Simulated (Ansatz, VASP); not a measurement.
## BAs: VASP beside Ansatz

```
B As
1.0
     2.94335    0.00000    0.00000
     0.00000    2.94335    0.00000
     0.00000    0.00000    2.94335
B As
1 1
Direct
  0.00000 0.00000 0.00000
  0.50000 0.50000 0.50000
```

Alike in both runs: task single point; functional PBE; k mesh 6 × 6 × 6; occupations gaussian, width 0.05 eV; no spin polarisation.

|  | VASP | Ansatz |
| --- | --- | --- |
| version | VASP 6.6.1 | Ansatz 0.2.0 |
| potentials or method | VASP PAW PBE potentials, release 64 (B, As), cutoff 500 eV | scalar-relativistic, plane waves, PAW |
| valence electrons in the cell | 8 | 18 |

```tsv
	VASP	Ansatz	Ansatz less VASP
gap on the k mesh at the Fermi level (eV)	none	none	-
pressure (GPa)	0.2	0.0	-0.18
```

A gap of «none» marks a metal or a gap that the smearing closes. VASP's potentials hold 8 valence electrons a cell and Ansatz's 18, so a difference there can come from the potentials and not from the codes.
